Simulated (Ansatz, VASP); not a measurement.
**Two plane-wave programs on Al3GaN4**

INCAR

```
SYSTEM = Al3GaN4
PREC = Accurate ; ENCUT = 520
EDIFF = 1E-7 ; ISMEAR = 0
SIGMA = 0.05 ; LREAL = .False.
LASPH = .True. ; NELM = 60
ALGO = Normal ; ISIF = 2
LWAVE = .False. ; LCHARG = .False.
GGA = PS ; NBANDS = 31
```

Contents of KPOINTS:

```
Automatic mesh
0
Gamma
  6 6 6
  0 0 0
```

File POSCAR:

```
Al3GaN4
1.0
    4.5393319947      0.0000000000      0.0000000000
    0.0000000000      4.5393319947      0.0000000000
    0.0000000000      0.0000000000      4.5393319947
Al Ga N
3 1 4
Direct
    0.5000000000      0.5000000000      0.0000000000
    0.5000000000      0.0000000000      0.5000000000
    0.0000000000      0.5000000000      0.5000000000
    0.0000000000      0.0000000000      0.0000000000
    0.7447140287      0.7447140287      0.2552859713
    0.7447140287      0.2552859713      0.7447140287
    0.2552859713      0.7447140287      0.7447140287
    0.2552859713      0.2552859713      0.2552859713
```

Input for Ansatz:

```yaml
crystal:
  lattice:
    - [4.5393319947, 0.0, 0.0]
    - [0.0, 4.5393319947, 0.0]
    - [0.0, 0.0, 4.5393319947]
  atoms:
    - { symbol: Al, position: [0.5, 0.5, 0.0] }
    - { symbol: Al, position: [0.5, 0.0, 0.5] }
    - { symbol: Al, position: [0.0, 0.5, 0.5] }
    - { symbol: Ga, position: [0.0, 0.0, 0.0] }
    - { symbol: "N", position: [0.7447140287, 0.7447140287, 0.2552859713] }
    - { symbol: "N", position: [0.7447140287, 0.2552859713, 0.7447140287] }
    - { symbol: "N", position: [0.2552859713, 0.7447140287, 0.7447140287] }
    - { symbol: "N", position: [0.2552859713, 0.2552859713, 0.2552859713] }
basis:
  ecutwfc: 520.0
kpoints:
  mp_grid: { grid: [6, 6, 6] }
hamiltonian:
  xc: pbesol
scf:
  occupations: { method: gaussian, width: 0.05 }
output:
  forces: true
  stress: true
  eigenvalues: true
```

Change from the starting cell: equal engineering shear yz, xz and xy +0.0000, equal normal strain along x, y and z +0.0300.

Alike in both runs: task single point; functional PBEsol; k mesh 6 × 6 × 6; occupations gaussian, width 0.05 eV; no spin polarisation.

|  | VASP | Ansatz |
| --- | --- | --- |
| version | VASP 6.6.1 | Ansatz 0.2.0 |
| potentials or method | VASP PAW PBE potentials, release 64 (Al, Ga_d, N), cutoff 520 eV | scalar-relativistic, plane waves, PAW |
| valence electrons in the cell | 42 | 42 |

|  | VASP | Ansatz | Ansatz less VASP |
| --- | --- | --- | --- |
| gap on the k mesh at the Fermi level (eV) | 2.74 | 2.72 | -0.011 |
| least direct gap on the mesh (eV) | 2.74 | 2.72 | -0.011 |
| pressure (GPa) | -14.7 | -14.6 | +0.09 |

VASP's potentials were made for PBE, not for PBEsol.
